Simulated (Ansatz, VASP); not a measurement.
AlP in VASP and in Ansatz

```
Al P
1.0
     0.00000    2.71683    2.71683
     2.71683    0.00000    2.71683
     2.71683    2.71683    0.00000
Al P
1 1
Direct
  0.00000 0.00000 0.00000
  0.25000 0.25000 0.25000
```

Alike in both runs: functional LDA; k mesh 8 × 8 × 8; occupations gaussian, width 0.02 eV; no spin polarisation.

Ansatz relaxed the structure, and its values are those at the end. VASP's run is a single point on that final structure, the one shown.

|  | VASP | Ansatz |
| --- | --- | --- |
| version | VASP 6.6.1 | Ansatz 0.2.0 |
| potentials or method | VASP PAW LDA potentials, release 64 (Al, P), cutoff 500 eV | scalar-relativistic, plane waves, PAW |
| valence electrons in the cell | 8 | 8 |

```tsv
	VASP	Ansatz	Ansatz less VASP
gap on the k mesh at the Fermi level (eV)	1.41	1.42	+0.005
least direct gap on the mesh (eV)	3.24	3.23	-0.016
pressure (GPa)	0.1	0.0	-0.05
```

Ansatz warns that its potentials were made for another functional, while VASP's fit it. LDA's correlation is that of Perdew and Zunger in VASP and of Perdew and Wang (1992) in Ansatz.
